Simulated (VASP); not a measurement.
Wanted: the native input for a VASP 6.6.1 run.

```yaml
Task: single point
Functional: PBEsol
Potentials_or_basis: VASP PAW PBE potentials, release 64 (Si, O)
Cutoff: 520 eV
k_mesh: 1 × 1 × 7
Occupations: gaussian, width 0.05 eV
Spin: no spin polarisation
Dipole_correction: no
Further_INCAR_settings: LREAL = Auto; ALGO = Normal; EDIFF = 1e-06; NBANDS = 53
```

The structure of SiO2 (1T sheet) lies in POSCAR:

```
SiO2
1.0
   14.4000000000      0.0000000000      0.0000000000
    0.0000000000     11.1000000000      0.0000000000
    0.0000000000      0.0000000000      4.6393564469
Si O
5 10
Direct
    0.5930046421      0.5000000000      0.3333333333
    0.6860092843      0.5000000000      0.8333333333
    0.4069953579      0.5000000000      0.3333333333
    0.5000000000      0.5000000000      0.8333333333
    0.3139907157      0.5000000000      0.8333333333
    0.6860092843      0.5822052850      0.1666666667
    0.5000000000      0.5822052850      0.1666666667
    0.5930046421      0.5822052850      0.6666666667
    0.3139907157      0.5822052850      0.1666666667
    0.4069953579      0.5822052850      0.6666666667
    0.5930046421      0.4177947150      0.0000000000
    0.6860092843      0.4177947150      0.5000000000
    0.4069953579      0.4177947150      0.0000000000
    0.5000000000      0.4177947150      0.5000000000
    0.3139907157      0.4177947150      0.5000000000
```

One way to write it, as run:

INCAR

```
ALGO = Normal
EDIFF = 1E-6
ENCUT = 520
GGA = PS
ISIF = 2
ISMEAR = 0
LASPH = T
LCHARG = F
LREAL = Auto
LWAVE = F
NBANDS = 53
NELM = 80
PREC = Accurate
SIGMA = 0.05
```

KPOINTS

```
k-points
0
Gamma
  1 1 7
```

Potentials or basis: VASP PAW PBE potentials, release 64 (Si, O).

Command:

```sh
$ cat potpaw_PBE.64/Si/POTCAR potpaw_PBE.64/O/POTCAR > POTCAR
$ mpirun -np 1 vasp_std > vasp.out
```

It gave:

```
Largest force          : 4.536 eV/Å
Band gap on the k mesh : 1.32 eV, indirect (least direct gap 1.35 eV)
```

Caveat: the PAW data sets were made with another functional, which shifts forces and pressure a little.

Run time: 7.3 min on 1 thread of AMD EPYC 7R43 64-Core Processor (Zen 3) (shared host), peak memory 0.61 GiB.
